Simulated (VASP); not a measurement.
# MnSb (P6_3/mmc) in VASP: notebook

Runs on MnSb. Level: PBE. Tasks: single point.

All numbers are computed with VASP 6.6.1; they aren't measurements. Logs are shortened: lines on timing, memory, paths and dates and some standing lists are left out, and cuts for length are marked.

## (1) The cell of the first run

It takes space group P6_3/mmc (No. 194, hexagonal). Conventional cell: a = 4.140 Å, b = 4.140 Å, c = 5.790 Å, α = 90.00°, β = 90.00°, γ = 120.00°. Sb (site symmetry -6m2) has 6 Mn at 2.79 Å and 6 Sb at 3.75 Å within 3.8 Å. Mn (site symmetry -3m) has 6 Sb at 2.79 Å and 2 Mn at 2.90 Å within 3.7 Å.

## (2) Single point, PBE, collinear spin

The input, INCAR:

```
SYSTEM = MnSb
ALGO = Normal ; EDIFF = 1E-7
ENCUT = 520 ; GGA = PE
ISIF = 2 ; ISMEAR = -1
ISPIN = 2 ; LASPH = .True.
LCHARG = .True. ; LELF = .True.
LMAXMIX = 4 ; LORBIT = 11
LREAL = .False. ; LVHAR = .True.
LWAVE = .False. ; MAGMOM = -0.13 -0.13 3.79 3.79
NBANDS = 30 ; NELM = 150
PREC = Accurate ; SIGMA = 0.05
```

The input, KPOINTS:

```
k-points
0
Gamma
  8 8 5
  0 0 0
```

The input, POSCAR:

```
MnSb
1.0
    4.1400020900      0.0000000000      0.0000000000
   -2.0700010500      3.5853469800      0.0000000000
    0.0000000000      0.0000000000      5.7900000000
Sb Mn
2 2
Direct
    0.3333333300      0.6666666700      0.2500000000
    0.6666666700      0.3333333300      0.7500000000
    0.0000000000      0.0000000000      0.0000000000
    0.0000000000      0.0000000000      0.5000000000
```

Potentials or basis: VASP PAW PBE potentials, release 64 (Sb, Mn_pv).

Command:

```sh
$ cat potpaw_PBE.64/Sb/POTCAR potpaw_PBE.64/Mn_pv/POTCAR > POTCAR
$ mpirun -np 1 vasp_std > vasp.out
```

OUTCAR:

```text
SYSTEM = MnSb
   EDIFF = 1E-7
   ENCUT = 520
   GGA = PE
   ISIF = 2
   ISMEAR = -1
   ISPIN = 2
   LASPH = .True.
   LORBIT = 11
   LREAL = .False.
   NELM = 150
   PREC = Accurate

 ion  position               nearest neighbor table
   1  0.333  0.667  0.250-   3 2.79   4 2.79   3 2.79   4 2.79   3 2.79   4 2.79   2 3.75   2 3.75
                             2 3.75   2 3.75   2 3.75   2 3.75
   2  0.667  0.333  0.750-   3 2.79   4 2.79   3 2.79   4 2.79   3 2.79   4 2.79   1 3.75   1 3.75
                             1 3.75   1 3.75   1 3.75   1 3.75
   3  0.000  0.000  0.000-   1 2.79   2 2.79   2 2.79   1 2.79   2 2.79   1 2.79   4 2.90   4 2.90

   4  0.000  0.000  0.500-   1 2.79   2 2.79   2 2.79   1 2.79   2 2.79   1 2.79   3 2.90   3 2.90

  LATTYP: Found a hexagonal cell.
 ALAT       =     4.1400020900
 C/A-ratio  =     1.3985500186

  Lattice vectors:

 A1 = (   4.1400020900,   0.0000000000,   0.0000000000)
 A2 = (  -2.0700010500,   3.5853469800,   0.0000000000)
 A3 = (   0.0000000000,   0.0000000000,   5.7900000000)

Analysis of symmetry for initial positions (statically):
=====================================================================
 Subroutine PRICEL returns:
 Original cell was already a primitive cell.

 Routine SETGRP: Setting up the symmetry group for a
 hexagonal supercell.

 Subroutine GETGRP returns: Found 24 space group operations
 (whereof 12 operations were pure point group operations)
 out of a pool of 24 trial point group operations.

The static configuration has the point symmetry D_3d.
 The point group associated with its full space group is D_6h.

Analysis of symmetry for dynamics (positions and initial velocities):
=====================================================================
 Subroutine PRICEL returns:
 Original cell was already a primitive cell.

 Routine SETGRP: Setting up the symmetry group for a
 hexagonal supercell.

 Subroutine GETGRP returns: Found 24 space group operations
 (whereof 12 operations were pure point group operations)
 out of a pool of 24 trial point group operations.

The dynamic configuration has the point symmetry D_3d.
 The point group associated with its full space group is D_6h.

Analysis of structural, dynamic, and magnetic symmetry:
=====================================================================
 Subroutine PRICEL returns:
 Original cell was already a primitive cell.

 Routine SETGRP: Setting up the symmetry group for a
 hexagonal supercell.

 Subroutine GETGRP returns: Found 24 space group operations
 (whereof 12 operations were pure point group operations)
 out of a pool of 24 trial point group operations.

The overall configuration has the point symmetry D_3d.
 The point group associated with its full space group is D_6h.

 Subroutine INISYM returns: Found 24 space group operations
[... 127 lines left out ...]
   LHFCALC =     F    Hartree Fock is set to
   AEXX    =    0.0000 exact exchange contribution
   IVDW    =     0    specifies the selected vdW correction
   LEPSILON=     F    determine dielectric tensor
   LRPA    =     F    only Hartree local field effects (RPA)
 spin polarized calculation
  energy-cutoff  :      520.00
  volume of cell :       85.94
 maximum number of plane-waves:      2350
 NGX is ok and might be reduce to    32
   NGX = 15   NGY = 15   NGZ = 21

 number of electron      36.0000012 magnetization       6.7405437

 Free energy of the ion-electron system (eV)
  ---------------------------------------------------
  ext. energy  EPLUGINS =         0.00000000
  ---------------------------------------------------
  free energy    TOTEN  =       -26.32344221 eV

  energy without entropy =      -26.30222083  energy(sigma->0) =      -26.31283152

 E-fermi :   7.6870     XC(G=0): -10.6235

 val. band max:        7.6778156065   @ k =   0.1250   0.0000   0.2000
 cond. band min:       7.7125397693   @ k =   0.0000   0.0000   0.0000
 fundamental gap:      0.0347241629
 Fermi energy:         7.6869613231

 spin component 1

 k-point     1 :       0.0000    0.0000    0.0000
  band No.  band energies     occupation
      1     -42.2674      1.00000
      2     -42.2674      1.00000
      3     -42.2601      1.00000
      4     -42.2601      1.00000
      5     -42.0388      1.00000
      6     -41.9608      1.00000
[... 781 lines left out ...]
     29      15.5482      0.00000
     30      16.9355      0.00000

 [... further k-points ...]

 spin component 2

 k-point     1 :       0.0000    0.0000    0.0000
  band No.  band energies     occupation
      1     -38.6225      1.00000
      2     -38.6225      1.00000
      3     -38.6136      1.00000
      4     -38.6136      1.00000
      5     -38.5672      1.00000
      6     -38.4745      1.00000
[... 781 lines left out ...]
     29      16.0867      0.00000
     30      17.4587      0.00000

 [... further k-points ...]
[... 5 lines left out ...]
  --------------------------------------------------------------------------------------
  -------------------------------------------------------------------------------------
  Total       -1.2676501     -1.2676501     -2.0694088      0.0000000     -0.0000000      0.0000000
  in kB      -23.6319554    -23.6319554    -38.5786086      0.0000000     -0.0000000      0.0000000
  external PRESSURE =     -28.6141731 kB  Pullay stress =       0.0000000 kB

 VOLUME and BASIS-vectors are now :
 -----------------------------------------------------------------------------
  energy-cutoff  :      520.00
  volume of cell :       85.94
      direct lattice vectors                 reciprocal lattice vectors
     4.140002090  0.000000000  0.000000000     0.241545772  0.139456517  0.000000000
    -2.070001050  3.585346980  0.000000000     0.000000000  0.278913033  0.000000000
     0.000000000  0.000000000  5.790000000     0.000000000  0.000000000  0.172711572

 POSITION                                       TOTAL-FORCE (eV/Angst)
 -----------------------------------------------------------------------------------
     -0.00000      2.39023      1.44750        -0.000000     -0.000000      0.000000
      2.07000      1.19512      4.34250         0.000000      0.000000      0.000000
      0.00000      0.00000      0.00000         0.000000      0.000000      0.000000
      0.00000      0.00000      2.89500         0.000000      0.000000      0.000000
 -----------------------------------------------------------------------------------
    total drift:                               -0.000004      0.000002      0.000000

  FREE ENERGIE OF THE ION-ELECTRON SYSTEM (eV)
  ---------------------------------------------------
  free  energy   TOTEN  =       -26.3234422121 eV

  energy  without entropy=      -26.3022208250  energy(sigma->0) =      -26.31283152

 total charge

# of ion       s       p       d       tot
------------------------------------------
    1        1.142   1.265   0.041   2.448
    2        1.142   1.265   0.041   2.448
    3        0.273   6.209   5.033  11.515
    4        0.273   6.209   5.033  11.515
--------------------------------------------------
tot          2.831  14.948  10.148  27.927

 magnetization (x)

# of ion       s       p       d       tot
------------------------------------------
    1        0.012  -0.144   0.006  -0.126
    2        0.012  -0.144   0.006  -0.126
    3        0.037   0.027   3.346   3.410
    4        0.037   0.027   3.346   3.410
--------------------------------------------------
tot          0.099  -0.235   6.704   6.568
```

Wall time 1.8 min (1 thread of AMD EPYC 9R45 (Zen 5), shared host); peak memory 0.28 GiB.

Results:

```yaml
Free_energy: -26.3234 eV
Pressure: -2.9 GPa
Net_moment: 6.74 μB per cell
Site_moments: Sb -0.13; Mn +3.41 μB
Valence_electrons_inside_the_program's_atomic_spheres: Sb 2.45; Mn 11.52
```

Stress tensor (GPa, compression positive):
```
-2.36  0.00  0.00
 0.00 -2.36  0.00
 0.00  0.00 -3.86
```

Levels at points of the mesh, in eV from the Fermi level:
Spin up:
| k point | band 18 | band 19 | band 20 | band 21 | band 22 | band 23 | band 24 | band 25 |
| --- | --- | --- | --- | --- | --- | --- | --- | --- |
| (0.00, 0.00, 0.00) | -1.89 | -0.54 | 0.52 | 0.52 | 2.29 | 2.29 | 2.62 | 3.05 |
| (0.50, 0.00, 0.00) | -2.19 | -2.04 | -1.90 | -1.87 | -0.86 | 0.69 | 3.08 | 3.52 |
Spin down:
```tsv
k point	band 11	band 12	band 13	band 14	band 15	band 16	band 17	band 18	band 19	band 20
(0.00, 0.00, 0.00)	-2.42	-0.89	0.03	0.03	0.30	0.30	0.58	0.58	1.44	1.44
(0.50, 0.00, 0.00)	-2.77	-2.36	-2.12	-2.01	-1.02	0.54	0.73	0.75	0.90	1.35
```

Caveat: spin-orbit coupling is left out, which moves the levels of the heavy elements.

## (3) Single point, PBE, collinear spin, ferromagnetic start

The input, INCAR:

```
ALGO = Normal ; EDIFF = 1E-7
ENCUT = 520 ; GGA = PE
ISIF = 2 ; ISMEAR = -1
ISPIN = 2 ; LASPH = T
LCHARG = F ; LMAXMIX = 4
LORBIT = 11 ; LREAL = F
LWAVE = F ; MAGMOM = 0 0 0.9 0.9
NBANDS = 30 ; NELM = 150
PREC = Accurate ; SIGMA = 0.05
```

The input, KPOINTS:

```
k-points
0
Gamma
  8 8 5
```

POSCAR is that of step 2.

Potentials or basis: VASP PAW PBE potentials, release 64 (Sb, Mn_pv).

Command:

```sh
$ cat potpaw_PBE.64/Sb/POTCAR potpaw_PBE.64/Mn_pv/POTCAR > POTCAR
$ mpirun -np 1 vasp_std > vasp.out
```

Wall time 2.1 min (1 thread of AMD EPYC 9R45 (Zen 5), shared host); peak memory 0.28 GiB.

It converged, with:

```
Free energy                                           : -26.3234 eV
Pressure                                              : -2.9 GPa
Net moment                                            : 6.74 μB per cell
Site moments                                          : Sb -0.13; Mn +3.41 μB
Valence electrons inside the program's atomic spheres : Sb 2.45; Mn 11.52
```

Stress tensor (GPa, compression positive):
```
-2.36  0.00  0.00
 0.00 -2.36  0.00
 0.00  0.00 -3.86
```

Levels at points of the mesh, in eV from the Fermi level:
Spin up:
```
           k point  band 19  band 20  band 21  band 22  band 23  band 24
(0.00, 0.00, 0.00)    -0.54     0.52     0.52     2.29     2.29     2.62
(0.50, 0.00, 0.00)    -2.04    -1.90    -1.87    -0.86     0.69     3.08
```
Spin down:
```csv
k point,band 13,band 14,band 15,band 16,band 17,band 18
"(0.00, 0.00, 0.00)",0.03,0.03,0.30,0.30,0.58,0.58
"(0.50, 0.00, 0.00)",-2.12,-2.01,-1.02,0.54,0.73,0.75
```

Caveat: spin-orbit coupling is left out, which moves the levels of the heavy elements; the run started ferromagnetic, and an antiferromagnetic order may lie lower in energy.
